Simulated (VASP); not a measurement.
# Ni (Fm-3m) in VASP: notebook

Ni is run at these levels: PBE; tasks: single point.

Program: VASP 6.6.1. These are calculated values, not measurements. Logs are shortened: lines on timing, memory, paths and dates and some standing lists are left out, and cuts for length are marked.

## (1) The cell of the first run

The structure is cubic, space group Fm-3m (No. 225). Conventional cell: a = 3.535 Å, b = 3.535 Å, c = 3.535 Å, α = 90.00°, β = 90.00°, γ = 90.00°. Within 3.3 Å of Ni (site symmetry m-3m) lie 12 Ni at 2.50 Å.

## (2) Single point, PBE, collinear spin, ferromagnetic start

INCAR

```
SYSTEM = Ni
ALGO     = Normal         ! electronic algorithm
EDIFF    = 1E-7           ! SCF threshold, eV
ENCUT    = 520            ! plane-wave cutoff, eV
GGA      = PE             ! functional
ISIF     = 2              ! what is computed and relaxed
ISMEAR   = -1             ! smearing method
ISPIN    = 2              ! spin polarisation
LASPH    = .True.         ! aspherical terms in the spheres
LCHARG   = .True.         ! write CHGCAR
LELF     = .True.         ! ELF
LMAXMIX  = 4              ! l up to which the mixer works
LORBIT   = 11             ! projections on sites
LREAL    = .False.        ! projectors in reciprocal space
LVHAR    = .True.       
LWAVE    = .False.        ! write WAVECAR
MAGMOM   = 1.24           ! initial moments
NBANDS   = 15             ! bands
NELM     = 150            ! most SCF steps
NUPDOWN  = 1.24           ! fixed moment
PREC     = Accurate       ! precision mode
SIGMA    = 0.05           ! smearing width, eV
```

KPOINTS

```
k-points
0
Gamma
  12 12 12
  0 0 0
```

POSCAR

```
Ni
1.0
    0.0000000000      1.7673500000      1.7673500000
    1.7673500000      0.0000000000      1.7673500000
    1.7673500000      1.7673500000      0.0000000000
Ni
1
Direct
    0.0000000000      0.0000000000      0.0000000000
```

Potentials or basis: VASP PAW PBE potentials, release 64 (Ni).

Run with:

```
cat potpaw_PBE.64/Ni/POTCAR > POTCAR
mpirun -np 1 vasp_std > vasp.out
```

OUTCAR:

```text
SYSTEM = Ni
   EDIFF = 1E-7
   ENCUT = 520
   GGA = PE
   ISIF = 2
   ISMEAR = -1
   ISPIN = 2
   LASPH = .True.
   LORBIT = 11
   LREAL = .False.
   NELM = 150
   NUPDOWN = 1.24
   PREC = Accurate

 ion  position               nearest neighbor table
   1  0.000  0.000  0.000-

  LATTYP: Found a face centered cubic cell.
 ALAT       =     3.5347000000

  Lattice vectors:

 A1 = (   0.0000000000,   1.7673500000,   1.7673500000)
 A2 = (   1.7673500000,   0.0000000000,   1.7673500000)
 A3 = (   1.7673500000,   1.7673500000,   0.0000000000)

Analysis of symmetry for initial positions (statically):
=====================================================================
 Subroutine PRICEL returns:
 Original cell was already a primitive cell.

 Routine SETGRP: Setting up the symmetry group for a
 face centered cubic supercell.

 Subroutine GETGRP returns: Found 48 space group operations
 (whereof 48 operations were pure point group operations)
 out of a pool of 48 trial point group operations.

The static configuration has the point symmetry O_h .

Analysis of symmetry for dynamics (positions and initial velocities):
=====================================================================
 Subroutine PRICEL returns:
 Original cell was already a primitive cell.

 Routine SETGRP: Setting up the symmetry group for a
 face centered cubic supercell.

 Subroutine GETGRP returns: Found 48 space group operations
 (whereof 48 operations were pure point group operations)
 out of a pool of 48 trial point group operations.

The dynamic configuration has the point symmetry O_h .

Analysis of structural, dynamic, and magnetic symmetry:
=====================================================================
 Subroutine PRICEL returns:
 Original cell was already a primitive cell.

 Routine SETGRP: Setting up the symmetry group for a
 face centered cubic supercell.

 Subroutine GETGRP returns: Found 48 space group operations
 (whereof 48 operations were pure point group operations)
 out of a pool of 48 trial point group operations.

The overall configuration has the point symmetry O_h .

 Subroutine INISYM returns: Found 48 space group operations
 (whereof 48 operations are pure point group operations),
 and found     1 'primitive' translations

----------------------------------------------------------------------------------------

                                     Primitive cell

  volume of cell :      11.0407

  direct lattice vectors                    reciprocal lattice vectors
     0.000000000  1.767350000  1.767350000    -0.282909441  0.282909441  0.282909441
     1.767350000  0.000000000  1.767350000     0.282909441 -0.282909441  0.282909441
     1.767350000  1.767350000  0.000000000     0.282909441  0.282909441 -0.282909441

  length of vectors
     2.499410339  2.499410339  2.499410339     0.490013525  0.490013525  0.490013525

  position of ions in fractional coordinates (direct lattice)
     0.000000000  0.000000000  0.000000000

  ion indices of the primitive-cell ions
   primitive index   ion index
                 1           1

----------------------------------------------------------------------------------------

 KPOINTS: k-points

Automatic generation of k-mesh.
 Grid dimensions read from file:
 generate k-points for:   12   12   12

 Generating k-lattice:

  Cartesian coordinates                     Fractional coordinates (reciprocal lattice)
    -0.023575787  0.023575787  0.023575787     0.083333333  0.000000000  0.000000000
     0.023575787 -0.023575787  0.023575787     0.000000000  0.083333333  0.000000000
     0.023575787  0.023575787 -0.023575787     0.000000000  0.000000000  0.083333333

  Length of vectors
     0.040834460  0.040834460  0.040834460

  Shift w.r.t. Gamma in fractional coordinates (k-lattice)
     0.000000000  0.000000000  0.000000000

 Subroutine IBZKPT returns following result:
 ===========================================

 Found     72 irreducible k-points:

 Following reciprocal coordinates:
            Coordinates               Weight
  0.000000  0.000000  0.000000      1.000000
  0.083333  0.000000  0.000000      8.000000
  0.166667  0.000000  0.000000      8.000000
  0.250000  0.000000  0.000000      8.000000
  0.333333  0.000000  0.000000      8.000000
  0.416667  0.000000  0.000000      8.000000
[... 16 lines left out ...]
  0.500000  0.166667  0.000000     24.000000
 -0.416667  0.166667  0.000000     24.000000
 [... further k-points ...]
   k-points           NKPTS =     72   k-points in BZ     NKDIM =     72   number of bands    NBANDS=     15
   number of dos      NEDOS =    301   number of ions     NIONS =      1
   total plane-waves  NPLWV =   8000
   dimension x,y,z NGX =    20 NGY =   20 NGZ =   20
   dimension x,y,z NGXF=    40 NGYF=   40 NGZF=   40
   ions per type =               1
   NGX,Y,Z   is equivalent  to a cutoff of  13.30, 13.30, 13.30 a.u.
   NGXF,Y,Z  is equivalent  to a cutoff of  26.61, 26.61, 26.61 a.u.
 SYSTEM =  Ni
   PREC   = accura    normal or accurate (medium, high low for compatibility)
   ISTART =      0    job   : 0-new  1-cont  2-samecut
   ICHARG =      2    charge: 1-file 2-atom 10-const
   ISPIN  =      2    spin polarized calculation?
   LNONCOLLINEAR =      F non collinear calculations
   LSORBIT =      F    spin-orbit coupling
   LASPH  =      T    aspherical Exc in radial PAW
   ENCUT  =  520.0 eV  38.22 Ry    6.18 a.u.   4.65  4.65  4.65*2*pi/ulx,y,z
   NELM   =    150;   NELMIN=  2; NELMDL= -5     # of ELM steps
   EDIFF  = 0.1E-06   stopping-criterion for ELM
   LREAL  =      F    real-space projection
   EDIFFG = 0.1E-05   stopping-criterion for IOM
   NSW    =      0    number of steps for IOM
   IBRION =     -1    ionic relax: 0-MD 1-quasi-New 2-CG
   NFREE  =      0    steps in history (QN), initial steepest desc. (CG)
   ISIF   =      2    stress and relaxation
   ISYM   =      2    0-nonsym 1-usesym 2-fastsym
   POTIM  = 0.5000    time-step for ionic-motion
   TEBEG  =    0.0;   TEEND  =   0.0 temperature during run
   PSTRESS=    0.0 pullay stress
   NELECT =      10.0000    total number of electrons
   NUPDOWN=       1.2400    fix difference up-down
   EMIN   =  10.00;   EMAX   =-10.00  energy-range for DOS
   EFERMI =   0.00;   METHOD = LEGACY
   ISMEAR =    -1;   SIGMA  =   0.05  broadening in eV -4-tet -1-fermi 0-gaus
   EFERMI_NEDOS =   21; number of points for ismear=-14 and -15
   IALGO  =     38    algorithm
   IMIX   =      4    mixing-type and parameters
     AMIX     =   0.40;   BMIX     =  1.00
     AMIX_MAG =   1.60;   BMIX_MAG =  1.00
  volume/ion in A,a.u.               =      11.04        74.51
  Fermi-wavevector in a.u.,A,eV,Ry     =   1.583953  2.993237 34.135750  2.508907
  Thomas-Fermi vector in A             =   2.683645
   LORBIT       =     11    0 simple, 1 ext, 2 COOP (PROOUT), +10 PAW based schemes
   GGA     = PE    functional components
   LHFCALC =     F    Hartree Fock is set to
   AEXX    =    0.0000 exact exchange contribution
   IVDW    =     0    specifies the selected vdW correction
   LEPSILON=     F    determine dielectric tensor
   LRPA    =     F    only Hartree local field effects (RPA)
 spin polarized calculation
  energy-cutoff  :      520.00
  volume of cell :       11.04
 maximum number of plane-waves:       310
   NGX =  9   NGY =  9   NGZ =  9

 number of electron      10.0000010 magnetization       1.2400002

 Free energy of the ion-electron system (eV)
  ---------------------------------------------------
  ext. energy  EPLUGINS =         0.00000000
  ---------------------------------------------------
  free energy    TOTEN  =        -5.19719186 eV

  energy without entropy =       -5.18499299  energy(sigma->0) =       -5.19109243

 E-fermi :   8.9028     XC(G=0): -13.2060

 val. band max:       10.9998600752   @ k =  -0.4167   0.1667   0.0000
 cond. band min:       8.9040982394   @ k =   0.3333   0.1667   0.0000
 fundamental gap:     -2.0957618358
 Fermi energy:        11.0095432274

 spin component 1

 k-point     1 :       0.0000    0.0000    0.0000
  band No.  band energies     occupation
      1       0.1123      1.00000
      2       6.2379      1.00000
      3       6.2379      1.00000
      4       6.2379      1.00000
      5       7.3555      1.00000
      6       7.3555      1.00000
      7      32.6426      0.00000
      8      36.3582      0.00000
      9      36.3582      0.00000
     10      36.3582      0.00000
     11      39.1666      0.00000
     12      39.1666      0.00000
     13      39.1666      0.00000
     14      42.2719      0.00000
     15      48.3358      0.00000
[... 397 lines left out ...]
 k-point    24 :      -0.4167    0.1667    0.0000
  band No.  band energies     occupation
      1       4.5529      1.00000
      2       5.9155      1.00000
      3       6.5325      1.00000
      4       6.6197      1.00000
      5       7.8454      1.00000
      6      10.9999      0.54827
      7      14.8986      0.00000
      8      25.5338      0.00000
      9      30.2671      0.00000
     10      31.5363      0.00000
     11      40.5853      0.00000
     12      41.1117      0.00000
     13      47.9102      0.00000
     14      50.5513      0.00000
     15      51.8492      0.00000

 [... further k-points ...]

 spin component 2

 k-point     1 :       0.0000    0.0000    0.0000
  band No.  band energies     occupation
      1       0.3637      1.00000
      2       7.5130      1.00000
      3       7.5130      1.00000
      4       7.5130      1.00000
      5       8.4821      0.99978
      6       8.4821      0.99978
      7      32.7538      0.00000
      8      36.6413      0.00000
      9      36.6413      0.00000
     10      36.6413      0.00000
     11      39.5972      0.00000
     12      39.5972      0.00000
     13      39.5972      0.00000
     14      42.4870      0.00000
     15      48.8378      0.00000
[... 397 lines left out ...]
 k-point    24 :      -0.4167    0.1667    0.0000
  band No.  band energies     occupation
      1       5.4649      1.00000
      2       6.8808      1.00000
      3       7.5461      1.00000
      4       7.7594      1.00000
      5       9.1642      0.00533
      6      11.6936      0.00000
      7      15.6334      0.00000
      8      25.9358      0.00000
      9      30.6506      0.00000
     10      31.8439      0.00000
     11      40.9368      0.00000
     12      41.3968      0.00000
     13      48.3424      0.00000
     14      51.0585      0.00000
     15      52.2379      0.00000

 [... further k-points ...]

------------------------ aborting loop because EDIFF is reached ----------------------------------------

  FORCE on cell =-STRESS in cart. coord.  units (eV):
  Direction    XX          YY          ZZ          XY          YZ          ZX
  --------------------------------------------------------------------------------------
  -------------------------------------------------------------------------------------
  Total        0.2671122      0.2671122      0.2671122     -0.0000000     -0.0000000      0.0000000
  in kB       38.7620413     38.7620413     38.7620413     -0.0000000     -0.0000000      0.0000000
  external PRESSURE =      38.7620413 kB  Pullay stress =       0.0000000 kB

 VOLUME and BASIS-vectors are now :
 -----------------------------------------------------------------------------
  energy-cutoff  :      520.00
  volume of cell :       11.04
      direct lattice vectors                 reciprocal lattice vectors
     0.000000000  1.767350000  1.767350000    -0.282909441  0.282909441  0.282909441
     1.767350000  0.000000000  1.767350000     0.282909441 -0.282909441  0.282909441
     1.767350000  1.767350000  0.000000000     0.282909441  0.282909441 -0.282909441

 POSITION                                       TOTAL-FORCE (eV/Angst)
 -----------------------------------------------------------------------------------
      0.00000      0.00000      0.00000         0.000000      0.000000      0.000000
 -----------------------------------------------------------------------------------
    total drift:                                0.000000      0.000000      0.000000

  FREE ENERGIE OF THE ION-ELECTRON SYSTEM (eV)
  ---------------------------------------------------
  free  energy   TOTEN  =        -5.1971918614 eV

  energy  without entropy=       -5.1849929934  energy(sigma->0) =       -5.19109243

 total charge

# of ion       s       p       d       tot
------------------------------------------
    1        0.513   0.536   8.212   9.260

 magnetization (x)

# of ion       s       p       d       tot
------------------------------------------
    1        0.022   0.048   1.140   1.210
```

It took 13 s on 1 thread of Intel Xeon 6975P-C (Granite Rapids), shared host; peak memory 0.14 GiB.

Results:

```
Free energy                                           : -5.1972 eV
Pressure                                              : 3.9 GPa
Net moment                                            : 1.24 μB per cell
Site moments                                          : Ni +1.21 μB
Valence electrons inside the program's atomic spheres : Ni 9.26
```

Caveat: the cell stands under pressure; the total moment is fixed, so each spin has its own Fermi level.

(Continued in part 2 of 2.)
